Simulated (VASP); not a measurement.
# Co (P6_3/mmc) in VASP: notebook, part 2 of 2

VASP 6.6.1. Earlier steps stand in the parts before.

### 5 Single point, RPBE+D4, collinear spin, ferromagnetic start

This run uses another cell than the first one, of 10.21 Å³/atom.

Contents of INCAR:

```
SYSTEM = Co
  PREC = Accurate
  ENCUT = 520
  EDIFF = 1E-7
  ISMEAR = -1
  SIGMA = 0.05
  LREAL = .False.
  LASPH = .True.
  NELM = 150
  ALGO = Normal
  ISIF = 2
  LWAVE = .False.
  LCHARG = .False.
  ISPIN = 2
  MAGMOM = 2 2
  LORBIT = 11
  LMAXMIX = 4
  GGA = RP
  IVDW = 13
  NBANDS = 20
```

Contents of KPOINTS:

```
regular mesh
0
Gamma
  12 12 7
  0 0 0
```

Contents of POSCAR:

```
Co
1.0
    2.4385904036      0.0000000000      0.0000000000
   -1.2192952018      2.1118812389      0.0000000000
    0.0000000000      0.0000000000      3.9667976331
Co
2
Direct
    0.6666666667      0.3333333333      0.7500000000
    0.3333333333      0.6666666667      0.2500000000
```

Potentials or basis: VASP PAW PBE potentials, release 64 (Co).

On the command line:

```
cat potpaw_PBE.64/Co/POTCAR > POTCAR
mpirun -np 1 vasp_std > vasp.out
```

OUTCAR:

```text
SYSTEM = Co
   PREC = Accurate
   ENCUT = 520
   EDIFF = 1E-7
   ISMEAR = -1
   LREAL = .False.
   LASPH = .True.
   NELM = 150
   ISIF = 2
   ISPIN = 2
   LORBIT = 11
   GGA = RP
   IVDW = 13

 ion  position               nearest neighbor table
   1  0.667  0.333  0.750-   2 2.43   2 2.43   2 2.43   2 2.43   2 2.43   2 2.43
   2  0.333  0.667  0.250-   1 2.43   1 2.43   1 2.43   1 2.43   1 2.43   1 2.43

  LATTYP: Found a hexagonal cell.
 ALAT       =     2.4385904036
 C/A-ratio  =     1.6266764715

  Lattice vectors:

[... 1325 lines left out ...]
  external pressure =       68.48 kB  Pullay stress =        0.00 kB

 VOLUME and BASIS-vectors are now :
 -----------------------------------------------------------------------------
  energy-cutoff  :      520.00
  volume of cell :       20.43
      direct lattice vectors                 reciprocal lattice vectors
     2.438590404  0.000000000  0.000000000     0.410072966  0.236755737  0.000000000
    -1.219295202  2.111881239  0.000000000     0.000000000  0.473511475  0.000000000
     0.000000000  0.000000000  3.966797633     0.000000000  0.000000000  0.252092517

 POSITION                                       TOTAL-FORCE (eV/Angst)
 -----------------------------------------------------------------------------------
      1.21930      0.70396      2.97510        -0.000000      0.000000      0.000000
     -0.00000      1.40792      0.99170         0.000000     -0.000000      0.000000
 -----------------------------------------------------------------------------------
    total drift:                               -0.000000      0.000000     -0.000000

  FREE ENERGIE OF THE ION-ELECTRON SYSTEM (eV)
  ---------------------------------------------------
  free  energy   TOTEN  =       -14.6976505787 eV

  energy  without entropy=      -14.6821241209  energy(sigma->0) =      -14.68988735

 total charge

# of ion       s       p       d       tot
------------------------------------------
    1        0.517   0.578   7.305   8.400
    2        0.517   0.578   7.305   8.400
--------------------------------------------------
tot          1.034   1.156  14.610  16.800

 magnetization (x)

# of ion       s       p       d       tot
------------------------------------------
    1       -0.017  -0.059   1.650   1.574
    2       -0.017  -0.059   1.650   1.574
--------------------------------------------------
tot         -0.033  -0.118   3.299   3.148
```

OSZICAR:

```text
N       E                     dE             d eps       ncg     rms          rms(c)
DAV:   1     0.861803888102E+02    0.86180E+02   -0.83258E+03  6464   0.127E+03
DAV:   2    -0.100595439136E+02   -0.96240E+02   -0.86670E+02  6156   0.219E+02
DAV:   3    -0.146661910058E+02   -0.46066E+01   -0.44247E+01  6876   0.573E+01
DAV:   4    -0.147353368565E+02   -0.69146E-01   -0.69094E-01  7356   0.623E+00
DAV:   5    -0.147374345805E+02   -0.20977E-02   -0.20976E-02  7120   0.104E+00    0.156E+01
DAV:   6    -0.132232950713E+02    0.15141E+01   -0.60819E+00  6944   0.514E+01    0.601E+00
DAV:   7    -0.129605600110E+02    0.26274E+00   -0.82577E-01  7320   0.174E+01    0.387E+00
DAV:   8    -0.129357918120E+02    0.24768E-01   -0.15833E-02  8152   0.150E+00    0.199E+00
DAV:   9    -0.129224496277E+02    0.13342E-01   -0.28579E-03  9824   0.960E-01    0.457E-01
DAV:  10    -0.129226025300E+02   -0.15290E-03   -0.63255E-04  8484   0.326E-01    0.128E-01
DAV:  11    -0.129227029466E+02   -0.10042E-03   -0.94303E-05  9536   0.166E-01    0.261E-02
DAV:  12    -0.129227052072E+02   -0.22607E-05   -0.13841E-05  6444   0.333E-02    0.140E-02
DAV:  13    -0.129227054323E+02   -0.22510E-06   -0.19824E-06  8572   0.162E-02    0.869E-03
DAV:  14    -0.129227055104E+02   -0.78052E-07   -0.36174E-07  6688   0.550E-03
   1 F= -.14697651E+02 E0= -.14689887E+02  d E =-.155265E-01  mag=     3.1277
```

It took 93 s on 1 thread of Intel Xeon 8259CL, shared host; peak memory 0.17 GiB.

What came out:

```yaml
Free_energy: -14.6977 eV
Pressure: 6.8 GPa
Net_moment: 3.13 μB per cell
Site_moments: Co +1.57 μB
Valence_electrons_inside_the_program's_atomic_spheres: Co 8.40
Dispersion_energy_per_atom: -0.887 eV
```

Levels at points of the mesh, in eV from the Fermi level:
Spin up:
```csv
k point,band 8,band 9,band 10,band 11,band 12,band 13,band 14,band 15
"(0.00, 0.00, 0.00)",-1.95,-1.95,-0.77,-0.77,-0.16,6.84,22.56,25.84
"(0.50, 0.00, 0.00)",-0.61,-0.54,-0.45,1.48,3.67,10.16,10.92,13.25
```
Spin down:
| k point | band 3 | band 4 | band 5 | band 6 | band 7 | band 8 | band 9 | band 10 | band 11 | band 12 |
| --- | --- | --- | --- | --- | --- | --- | --- | --- | --- | --- |
| (0.00, 0.00, 0.00) | -1.13 | -1.07 | -1.07 | -0.67 | -0.67 | -0.26 | -0.18 | -0.18 | 1.11 | 1.11 |
| (0.50, 0.00, 0.00) | -3.56 | -1.96 | -1.21 | -1.16 | -0.71 | 1.27 | 1.39 | 1.45 | 2.71 | 4.61 |

Caveat: the cell stands under pressure; the PAW data sets were made with another functional, which shifts forces and pressure a little.

### 6 Overview

| level | cell | gap on the mesh (eV) | pressure (GPa) | moment (μB) |
| --- | --- | --- | --- | --- |
| RPBE+D4 | a = 2.422, b = 2.422, c = 3.939 Å, angles 90.0, 90.0, 120.0°, 2 atoms | none | 12.2 | 3.07 |
| BLYP+D4 | a = 2.422, b = 2.422, c = 3.939 Å, angles 90.0, 90.0, 120.0°, 2 atoms | none | 16.8 | 2.98 |
| PBE exchange alone | a = 2.422, b = 2.422, c = 3.939 Å, angles 90.0, 90.0, 120.0°, 2 atoms | none | 51.9 | 3.19 |
| RPBE+D4 | a = 2.439, b = 2.439, c = 3.967 Å, angles 90.0, 90.0, 120.0°, 2 atoms | none | 6.8 | 3.13 |

Alike in all rows: task single point; potentials or basis VASP PAW PBE potentials, release 64 (Co); spin collinear, ferromagnetic start; k mesh 12 × 12 × 7; cutoff (eV) 520; smearing fermi-dirac 0.05 eV.

The pressure there spans 12.2 GPa (RPBE+D4) to 51.9 GPa (PBE exchange alone); a positive pressure means that this level wants a larger cell, a negative one a smaller.

Caveats: the cell stands under pressure; the PAW data sets were made with another functional, which shifts forces and pressure a little (at least some runs).

Total energies depend on the potentials used, so only differences within one code and one set of settings carry meaning.
